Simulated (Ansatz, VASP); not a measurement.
**Two plane-wave programs on TiO2**

The input INCAR:

```
PREC = Accurate
ENCUT = 520
EDIFF = 1E-7
ISMEAR = 0
SIGMA = 0.02
LREAL = F
LASPH = T
NELM = 80
ALGO = Normal
ISIF = 2
LWAVE = F
LCHARG = T
GGA = PE
LELF = T
LVHAR = T
NBANDS = 33
```

Contents of KPOINTS:

```
regular mesh
0
Gamma
  1 1 1
```

The input POSCAR:

```
TiO2
1.0
    2.6805548658     -2.7284128728     -0.0617389515
    2.6752617647      2.7231209861     -0.0543959535
   -2.7090875630      0.0090815493      4.8052823094
Ti O
2 4
Direct
    0.1219484995      0.8575515384      0.2362471605
    0.8755807488      0.1482181876      0.7558577591
    0.3540058329      0.0989456189      0.6738295210
    0.6731971283      0.9418963086      0.3216654504
    0.9681807552      0.6826863602      0.8467382601
    0.0640405078      0.3491038293      0.1745947979
```

Input for Ansatz:

```yaml
crystal:
  lattice:
    - [2.6805548658, -2.7284128728, -0.0617389515]
    - [2.6752617647, 2.7231209861, -0.0543959535]
    - [-2.709087563, 0.0090815493, 4.8052823094]
  atoms:
    - { symbol: Ti, position: [0.1219484995, 0.8575515384, 0.2362471605] }
    - { symbol: Ti, position: [0.8755807488, 0.1482181876, 0.7558577591] }
    - { symbol: O, position: [0.3540058329, 0.0989456189, 0.673829521] }
    - { symbol: O, position: [0.6731971283, 0.9418963086, 0.3216654504] }
    - { symbol: O, position: [0.9681807552, 0.6826863602, 0.8467382601] }
    - { symbol: O, position: [0.0640405078, 0.3491038293, 0.1745947979] }
basis:
  ecutwfc: 420
kpoints:
  mp_grid: { grid: [1, 1, 1] }
hamiltonian:
  xc: pbe
scf:
  occupations: { method: gaussian, width: 0.02 }
output:
  forces: true
  stress: true
  eigenvalues: true
```

Change from the starting cell: kmesh displaced: [1, 1, 1] Gamma-centred.

Alike in both runs: task single point; functional PBE; k mesh 1 × 1 × 1; occupations gaussian, width 0.02 eV; no spin polarisation.

|  | VASP | Ansatz |
| --- | --- | --- |
| version | VASP 6.6.1 | Ansatz 0.2.0 |
| potentials or method | VASP PAW PBE potentials, release 64 (Ti_sv, O), cutoff 520 eV | scalar-relativistic, plane waves, PAW |
| valence electrons in the cell | 48 | 48 |

|  | VASP | Ansatz | Ansatz less VASP |
| --- | --- | --- | --- |
| gap on the k mesh at the Fermi level (eV) | 1.92 | 1.94 | +0.019 |
| least direct gap on the mesh (eV) | 1.92 | 1.94 | +0.019 |
| pressure (GPa) | 21.1 | 20.2 | -0.92 |
| traceless stress, the component that is largest in VASP (GPa) | 7.55 | 7.53 | -0.018 |
| rms of the force components (eV/Å) | 3.620 | 3.643 | +0.0230 |

Atom by atom the forces differ by 0.037 eV/Å (rms over components). With one functional, cell and mesh, what is left measures potentials, basis and numerics.

The k mesh is coarse, so the values compare programs but aren't converged.
